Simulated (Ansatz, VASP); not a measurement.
**NbTeS4: VASP beside Ansatz**

```xyz
6
Lattice="-3.0198 3.0198 3.1089 3.0198 -3.0198 3.1089 3.0198 3.0198 -3.1089" Properties=species:S:1:pos:R:3 pbc="T T T"
Nb    0.0000    0.0000    3.1089
Te    0.0000    0.0000    0.0000
S     1.0278    4.0476    1.5545
S    -1.0278    1.9919    1.5545
S     4.0476   -1.0278    1.5545
S     1.9919    1.0278    1.5545
```

Change from the starting cell: species swapped into the MnCoSn4 type (I422, No. 97).

Alike in both runs: functional PBE; k mesh 10 × 10 × 10; occupations gaussian, width 0.1 eV; no spin polarisation.

Ansatz relaxed the structure, and its values are those at the end. VASP's run is a single point on that final structure, the one shown.

```csv
,VASP,Ansatz
version,VASP 6.6.1,Ansatz 0.2.0
potentials or method,"VASP PAW PBE potentials, release 64 (Nb_sv, Te, S), cutoff 520 eV","scalar-relativistic, plane waves, PAW"
valence electrons in the cell,43,53
```

Ansatz gave:

| Item | Value |
| --- | --- |
| gap on the k mesh at the Fermi level (eV) | none |
| pressure (GPa) | 0.0 |
| rms of the force components (eV/Å) | 0.000 |

Problem. What did VASP give for the same quantities?

Solution. gap on the k mesh at the Fermi level (eV): none; pressure (GPa): -0.2; rms of the force components (eV/Å): 0.006.

A gap of «none» marks a metal or a gap that the smearing closes. VASP's potentials hold 43 valence electrons a cell and Ansatz's 53, so a difference there can come from the potentials and not from the codes.

Neither program's run includes spin-orbit coupling.
